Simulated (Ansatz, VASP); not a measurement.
One calculation of In3Sb, two programs

Contents of INCAR:

```
PREC = Accurate
ENCUT = 520
EDIFF = 1E-6
ISMEAR = 0
SIGMA = 0.15
LREAL = F
LASPH = T
NELM = 100
ALGO = Fast
ISIF = 2
LWAVE = F
LCHARG = F
GGA = PS
IVDW = 12
NBANDS = 30
```

The input KPOINTS:

```
Automatic mesh
0
Gamma
  12 12 12
```

The input POSCAR:

```
In3Sb
1.0
    4.2516660869      0.0000000000      0.0000000000
    0.0000000000      4.2516660869      0.0000000000
    0.0000000000      0.0000000000      5.5271659130
In Sb
3 1
Direct
    0.5000000000      0.5000000000      0.0000000000
    0.5000000000      0.0000000000      0.5000000000
    0.0000000000      0.5000000000      0.5000000000
    0.0000000000      0.0000000000      0.0000000000
```

Input for Ansatz:

```yaml
crystal:
  lattice:
    - [4.2516660869, 0.0, 0.0]
    - [0.0, 4.2516660869, 0.0]
    - [0.0, 0.0, 5.527165913]
  atoms:
    - { symbol: In, position: [0.5, 0.5, 0.0] }
    - { symbol: In, position: [0.5, 0.0, 0.5] }
    - { symbol: In, position: [0.0, 0.5, 0.5] }
    - { symbol: Sb, position: [0.0, 0.0, 0.0] }
basis:
  ecutwfc: 420
kpoints:
  mp_grid: { grid: [12, 12, 12] }
hamiltonian:
  xc: pbesol
  dispersion: d3bj
scf:
  occupations: { method: gaussian, width: 0.15 }
output:
  forces: true
  stress: true
  eigenvalues: true
```

Alike in both runs: task single point; functional PBEsol; dispersion D3(BJ); k mesh 12 × 12 × 12; occupations gaussian, width 0.15 eV; no spin polarisation.

|  | VASP | Ansatz |
| --- | --- | --- |
| version | VASP 6.6.1 | Ansatz 0.2.0 |
| potentials or method | VASP PAW PBE potentials, release 64 (In_d, Sb), cutoff 520 eV | scalar-relativistic, plane waves, PAW |
| valence electrons in the cell | 44 | 54 |

```tsv
	VASP	Ansatz	Ansatz less VASP
gap on the k mesh at the Fermi level (eV)	none	none	-
pressure (GPa)	0.4	0.5	+0.07
traceless stress, the component that is largest in VASP (GPa)	-2.28	-2.26	+0.019
```

VASP's potentials were made for PBE, not for PBEsol. A gap of «none» marks a metal or a gap that the smearing closes. VASP's potentials hold 44 valence electrons a cell and Ansatz's 54, so a difference there can come from the potentials and not from the codes.

Neither program's run includes spin-orbit coupling.
